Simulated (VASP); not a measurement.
Runs of VASP 6.6.1 on GeSb4Te7. The structure is that of space group P-3m1 (No. 164), or close to it. The cells are those of the table. 

| cell | k mesh | smearing | gap on the mesh (eV) | pressure (GPa) | largest force (eV/Å) |
| --- | --- | --- | --- | --- | --- |
| a = 4.279, b = 4.279, c = 23.794 Å, angles 90.0, 90.0, 120.0°, 12 atoms | 12 × 12 × 2 | gaussian 0.1 eV | 0.14 | -0.9 | 0.03 |
| a = 4.289, b = 4.289, c = 24.638 Å, angles 90.0, 90.0, 120.0°, 12 atoms | 6 × 6 × 1 | gaussian 0.1 eV | (b) | -1.6 | 0.11 |
| a = 4.255, b = 4.255, c = 23.368 Å, angles 90.0, 90.0, 120.0°, 12 atoms | 12 × 12 × 2 | gaussian 0.1 eV | - | (c) | 0.03 |
| a = 4.070, b = 4.070, c = 22.467 Å, angles 90.0, 90.0, 120.0°, 12 atoms | 12 × 12 × 2 | gaussian 0.1 eV | none | 7.8 | 0.05 |
| a = 4.256, b = 4.256, c = 23.303 Å, angles 90.0, 90.0, 120.0°, 12 atoms | 12 × 12 × 2 | fermi-dirac 0.15 eV | - | (a) | 0.03 |

Alike in all rows: task single point; level PBEsol; potentials or basis VASP PAW PBE potentials, release 64 (Ge_d, Sb, Te); no spin polarisation; cutoff (eV) 520.

Q: Estimate the missing entries.

A: (a) 0.0; (b) 0.55; (c) 0.1.

Caveats: the PAW data sets were made with another functional, which shifts forces and pressure a little; spin-orbit coupling is left out, which moves the levels of the heavy elements; this functional lacks dispersion, which binds the layers, so the pressure and a relaxed spacing across them are unreliable (some runs).

A k mesh can miss the band edges, and the runs leave out spin-orbit coupling on Ge, Sb, Te.

A gap of «none» marks levels without a gap at the run's occupations.
